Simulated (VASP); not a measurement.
A run of VASP 6.6.1 is set up as follows.

INCAR

```
  PREC = Accurate
  ENCUT = 520
  EDIFF = 1E-7
  ISMEAR = 0
  SIGMA = 0.05
  LREAL = F
  LASPH = T
  NELM = 80
  ALGO = Normal
  ISIF = 2
  LWAVE = F
  LCHARG = F
  GGA = PE
  NBANDS = 14
```

File KPOINTS:

```
regular mesh
0
Gamma
  6 6 6
```

POSCAR

```
H
1.0
    3.7097352756     -3.7097352756      0.0000000000
    3.7097352756      3.7097352756      0.0000000000
   -3.7097352756      0.0000000000      4.5711281958
H
8
Direct
    0.4488369980      0.4690540740      0.9178910720
    0.2089455360      0.7089455360      0.4178910720
    0.9589455360      0.9589455360      0.9178910720
    0.7089455360      0.2089455360      0.4178910720
    0.0410544640      0.0410544640      0.0821089280
    0.7910544640      0.2910544640      0.5821089280
    0.5410544640      0.5410544640      0.0821089280
    0.2910544640      0.7910544640      0.5821089280
```

Potentials or basis: VASP PAW PBE potentials, release 64 (H).

The run is started by

```sh
$ cat potpaw_PBE.64/H/POTCAR > POTCAR
$ mpirun -np 1 vasp_std > vasp.out
```

Problem. Predict the band gap on the k mesh.

Solution. 9.22 eV.

Problem. Estimate the largest force.

Solution. 0.136 eV/Å.

Problem. What does it give for the pressure?

Solution. -0.2 GPa.

Stress tensor (GPa, compression positive):
```
-0.13  0.00  0.00
 0.00 -0.13  0.02
 0.00  0.02 -0.31
```

Caveat: the cell differs from its parent crystal (atom 1 (H) moved +0.075 Å along Cartesian [0 1 0]). A k mesh can miss the band edges.
